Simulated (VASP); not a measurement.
Here is a VASP 6.6.1 calculation.

The input INCAR:

```
PREC = Accurate
ENCUT = 520
EDIFF = 1E-6
ISMEAR = 0
SIGMA = 0.1
LREAL = F
LASPH = T
NELM = 100
ALGO = Normal
ISIF = 2
LWAVE = F
LCHARG = F
GGA = PE
NBANDS = 21
```

KPOINTS

```
regular mesh
0
Gamma
  8 8 8
```

The input POSCAR:

```
Mg2ZnN2
1.0
   -1.7218236311      1.7218236311      5.4138746398
    1.7218236311     -1.7218236311      5.4138746398
    1.7218236311      1.7218236311     -5.4138746398
Mg Zn N
2 1 2
Direct
    0.3443000000      0.3443000000      0.0000000000
    0.6557000000      0.6557000000      0.0000000000
    0.0000000000      0.0000000000      0.0000000000
    0.1411000000      0.1411000000      0.0000000000
    0.8589000000      0.8589000000      0.0000000000
```

Potentials or basis: VASP PAW PBE potentials, release 64 (Mg, Zn, N).

Launch:

```sh
$ cat potpaw_PBE.64/Mg/POTCAR potpaw_PBE.64/Zn/POTCAR potpaw_PBE.64/N/POTCAR > POTCAR
$ mpirun -np 1 vasp_std > vasp.out
```

Question: Predict the largest force.

Answer: 13.150 eV/Å.

Question: Predict the pressure.

Answer: 24.5 GPa.

Question: Estimate the band gap on the k mesh.

Answer: 0.70 eV, indirect (least direct gap 1.25 eV).

Stress tensor (GPa, compression positive):
```
-12.90   0.00   0.00
  0.00 -12.90   0.00
  0.00   0.00  99.29
```

Caveat: forces of over 1 eV/Å act on the atoms, so gaps and moduli don't describe the material at rest. PBE gaps usually lie below the measured ones, often by a third to a half.
